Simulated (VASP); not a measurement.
Write the native input for VASP 6.6.1 that does the following.

| Item | Value |
| --- | --- |
| Task | relaxation of cell and atoms |
| Functional | PBE |
| Potentials or basis | VASP PAW PBE potentials, release 64 (Si, W_sv, S, N) |
| Cutoff | 600 eV |
| k mesh | 10 × 10 × 8 |
| Occupations | gaussian, width 0.1 eV |
| Spin | no spin polarisation |
| Dipole correction | no |
| Further INCAR settings | ALGO = Normal; EDIFF = 1e-06; IBRION = 2; EDIFFG = -0.01; NSW = 100; ISIF = 3 |

The structure of SiWSN2 lies in POSCAR:

```
SiWSN2
1.0
    3.5530087542      0.0000000000      0.0000000000
    0.0000000000      3.5530087542      0.0000000000
    0.0000000000      0.0000000000      4.5639464688
Si W S N
1 1 1 2
Direct
    0.0000000000      0.0000000000      0.0000000000
    0.5000000000      0.5000000000      0.5000000000
    0.0000000000      0.0000000000      0.5000000000
    0.5000000000      0.0000000000      0.0000000000
    0.0000000000      0.5000000000      0.0000000000
```

One way to write it, as run:

INCAR

```
PREC     = Accurate       # precision mode
ENCUT    = 600            # plane-wave cutoff, eV
EDIFF    = 1E-6           # SCF threshold, eV
ISMEAR   = 0              # smearing method
SIGMA    = 0.1            # smearing width, eV
LREAL    = False          # projectors in reciprocal space
LASPH    = True           # aspherical terms in the spheres
NELM     = 100            # most SCF steps
ALGO     = Normal         # electronic algorithm
ISIF     = 3              # what is computed and relaxed
LWAVE    = False          # write WAVECAR
LCHARG   = False          # write CHGCAR
GGA      = PE             # functional
IBRION   = 2              # ionic algorithm
NSW      = 100            # ionic steps
EDIFFG   = -0.01          # ionic threshold
```

KPOINTS

```
regular mesh
0
Gamma
  10 10 8
```

Potentials or basis: VASP PAW PBE potentials, release 64 (Si, W_sv, S, N).

Command:

```console
$ cat potpaw_PBE.64/Si/POTCAR potpaw_PBE.64/W_sv/POTCAR potpaw_PBE.64/S/POTCAR potpaw_PBE.64/N/POTCAR > POTCAR
$ mpirun -np 1 vasp_std > vasp.out
```

It gave:

- Relaxed volume: 11.54 Å³/atom
- Relaxed cell: a = 3.552 Å, b = 3.552 Å, c = 4.574 Å, α = 90.00°, β = 90.00°, γ = 90.00°
- Space group after relaxing (to 0.05 Å): P4/mmm (No. 123)
- Energy gained by relaxing: 0.0 meV/atom
- Ionic steps: 4
- Pressure after relaxing: 0.0 GPa

It took 3.8 min on 1 thread of Intel(R) Xeon(R) Platinum 8375C CPU @ 2.90GHz (Ice Lake), with other jobs on the host, peak memory 0.31 GiB.
